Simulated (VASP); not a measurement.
Set up this calculation in VASP 6.6.1, as the native input.

| Item | Value |
| --- | --- |
| Task | single point |
| Functional | PBE |
| Potentials or basis | VASP PAW PBE potentials, release 64 (Mg, O) |
| Cutoff | 600 eV |
| k mesh | 4 × 4 × 4 |
| Occupations | gaussian, width 0.01 eV |
| Spin | no spin polarisation |
| Dipole correction | no |
| Further INCAR settings | ALGO = Normal; EDIFF = 1e-06; NBANDS = 11 |

The structure of MgO lies in POSCAR:

```
MgO
1.0
    0.0000000000      2.0770438090      2.0770438090
    2.0770438090      0.0000000000      2.0770438090
    2.0770438090      2.0770438090      0.0000000000
Mg O
1 1
Direct
    0.0000000000      0.0000000000      0.0000000000
    0.5000000000      0.5000000000      0.5000000000
```

These files were run (other wordings do the same):

INCAR

```
PREC     = Accurate       # precision mode
ENCUT    = 600            # plane-wave cutoff, eV
EDIFF    = 1E-6           # SCF threshold, eV
ISMEAR   = 0              # smearing method
SIGMA    = 0.01           # smearing width, eV
LREAL    = F              # projectors in reciprocal space
LASPH    = T              # aspherical terms in the spheres
NELM     = 120            # most SCF steps
ALGO     = Normal         # electronic algorithm
ISIF     = 2              # what is computed and relaxed
LWAVE    = F              # write WAVECAR
LCHARG   = F              # write CHGCAR
GGA      = PE             # functional
NBANDS   = 11             # bands
GGA_COMPAT= F
```

KPOINTS

```
Automatic mesh
0
Gamma
  4 4 4
```

Potentials or basis: VASP PAW PBE potentials, release 64 (Mg, O).

The run is started by

```bash
$ cat potpaw_PBE.64/Mg/POTCAR potpaw_PBE.64/O/POTCAR > POTCAR
$ mpirun -np 1 vasp_std > vasp.out
```

Results of the run:

- Pressure: 11.3 GPa
- Band gap on the k mesh: 5.14 eV, direct

Caveat: the k points lie up to 0.65 Å⁻¹ apart.

It took 3.9 s on 1 thread of Intel(R) Xeon(R) 6975P-C (Granite Rapids), on a shared host, peak memory 0.13 GiB.
